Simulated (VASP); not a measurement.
A run of VASP 6.6.1 is set up as follows.

INCAR

```
PREC     = Accurate       # precision mode
ENCUT    = 500            # plane-wave cutoff, eV
EDIFF    = 1E-6           # SCF threshold, eV
ISMEAR   = 0              # smearing method
SIGMA    = 0.01           # smearing width, eV
LREAL    = False          # projectors in reciprocal space
LASPH    = True           # aspherical terms in the spheres
NELM     = 120            # most SCF steps
ALGO     = Normal         # electronic algorithm
ISIF     = 2              # what is computed and relaxed
LWAVE    = False          # write WAVECAR
LCHARG   = True           # write CHGCAR
GGA      = PE             # functional
LELF     = True           # ELF
LVHAR    = True         
NBANDS   = 19             # bands
GGA_COMPAT= False
```

KPOINTS

```
regular mesh
0
Gamma
  6 6 2
```

The input POSCAR:

```
SrCl2
1.0
    4.4795117457      0.0000000000      0.0000000000
   -2.2397558728      3.8793709683      0.0000000000
    0.0000000000      0.0000000000      5.6878200069
Sr Cl
1 2
Direct
    0.0000000000      0.0000000000      0.0000000000
    0.3333333333      0.6666666667      0.2486950226
    0.6666666667      0.3333333333      0.7513049774
```

Potentials or basis: VASP PAW PBE potentials, release 64 (Sr_sv, Cl).

The run is started by

```sh
$ cat potpaw_PBE.64/Sr_sv/POTCAR potpaw_PBE.64/Cl/POTCAR > POTCAR
$ mpirun -np 1 vasp_std > vasp.out
```

Question: What does it give for the band gap on the k mesh?

Answer: 5.01 eV.

Question: Predict the largest force.

Answer: 0.167 eV/Å.

Question: Estimate the pressure.

Answer: -0.3 GPa.

Forces in eV/Å, atoms in the order of the input:
```
Sr   0.000  0.000  0.000
Cl   0.000  0.000 -0.167
Cl   0.000  0.000  0.167
```

Caveat: the k points lie up to 0.55 Å⁻¹ apart. A k mesh can miss the band edges.
